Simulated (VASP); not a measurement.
H4C2O, 28 atoms in the cell. Symmetry: P2_1/c, No. 14, monoclinic system. The conventional cell has a = 4.667 Å, b = 8.367 Å, c = 7.381 Å, α = 90.00°, β = 118.27°, γ = 90.00°. Within 1.5 Å of H (site symmetry 1) lie 1 C at 1.09 Å. Within 1.5 Å of H (site symmetry 1) lie 1 C at 1.09 Å. H (site symmetry 1) has 1 C at 1.09 Å within 1.5 Å. Within 1.5 Å of H (site symmetry 1) lie 1 C at 1.09 Å. C (site symmetry 1) has 2 H at 1.09 Å and 1 O at 1.44 Å and 1 C at 1.47 Å within 1.5 Å. Within 1.5 Å of C (site symmetry 1) lie 2 H at 1.09 Å and 1 O at 1.44 Å and 1 C at 1.47 Å. O (site symmetry 1) has 2 C at 1.44 Å within 1.9 Å. 

- Program: VASP 6.6.1
- Task: single point
- Functional: PBE
- Dispersion: D3(BJ)
- Potentials or basis: VASP PAW PBE potentials, release 64 (H, C, O)
- Cutoff: 520 eV
- k mesh: 6 × 4 × 4
- Occupations: gaussian, width 0.02 eV
- Spin: no spin polarisation
- Dipole correction: no
- Further INCAR settings: LREAL = Auto; ALGO = Normal; EDIFF = 1e-07; NBANDS = 56

Potentials or basis: VASP PAW PBE potentials, release 64 (H, C, O).

Launch:

```bash
$ cat potpaw_PBE.64/H/POTCAR potpaw_PBE.64/C/POTCAR potpaw_PBE.64/O/POTCAR > POTCAR
$ mpirun -np 1 vasp_std > vasp.out
```

Hardware: 1 thread of Oxide Virtual Turin-like Processor, with other jobs on the host.

Q: How long does it take, and how much memory?

A: Run time: 25 min on 1 thread of Oxide Virtual Turin-like Processor, with other jobs on the host, peak memory 0.53 GiB. Counts: scf iterations 16, k points 42.
